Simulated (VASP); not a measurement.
# Ti: single point with PBEsol

Crystal: Ti.

```
Ti
1.0
    -1.57536    1.57536    1.77228
     1.57536   -1.57536    1.77228
     1.57536    1.57536   -1.77228
Ti
1
Direct
  0.00000 0.00000 0.00000
```

This cell differs from its parent crystal: strain -0.040 along x and y, +0.080 along z.

| Property | Result |
| --- | --- |
| Program | VASP 6.6.1 |
| Task | single point |
| Functional | PBEsol |
| Potentials or basis | VASP PAW PBE potentials, release 64 (Ti_sv) |
| Cutoff | 520 eV |
| k mesh | 20 × 20 × 20 |
| Occupations | gaussian, width 0.15 eV |
| Spin | no spin polarisation |
| Dipole correction | no |
| Further INCAR settings | ALGO = Normal; EDIFF = 1e-06; NBANDS = 12 |

```yaml
Pressure: -6.1 GPa
Band_gap_on_the_k_mesh: zero (bands 6 and 7 overlap by 1.53 eV)
```

Stress tensor (GPa, compression positive):
```
-6.91  0.00  0.00
 0.00 -6.91  0.00
 0.00  0.00 -4.52
```

Levels at points of the mesh, in eV from the Fermi level:
| k point | band 2 | band 3 | band 4 | band 5 | band 6 | band 7 | band 8 | band 9 | band 10 | band 11 |
| --- | --- | --- | --- | --- | --- | --- | --- | --- | --- | --- |
| (0.00, 0.00, 0.00) | -32.35 | -32.35 | -32.34 | -5.96 | 0.74 | 0.74 | 1.48 | 2.14 | 2.98 | 16.15 |
| (0.50, 0.00, 0.00) | -33.01 | -32.53 | -32.35 | -2.47 | -0.07 | 0.86 | 2.05 | 3.15 | 4.05 | 8.35 |
| (0.50, 0.50, 0.00) | -32.99 | -32.58 | -32.41 | -2.47 | -1.02 | 1.63 | 3.19 | 3.28 | 4.22 | 9.19 |
| (0.50, 0.50, 0.50) | -32.88 | -32.74 | -32.74 | -2.25 | -1.93 | 3.69 | 3.89 | 3.89 | 6.14 | 9.34 |

Wall time 2.2 min on 1 thread of Intel Xeon 8259CL, on a shared host, peak memory 0.25 GiB.

Caveat: the cell differs from its parent crystal (strain -0.040 along x and y, +0.080 along z); the cell stands under tension; the PAW data sets were made with another functional, which shifts forces and pressure a little.
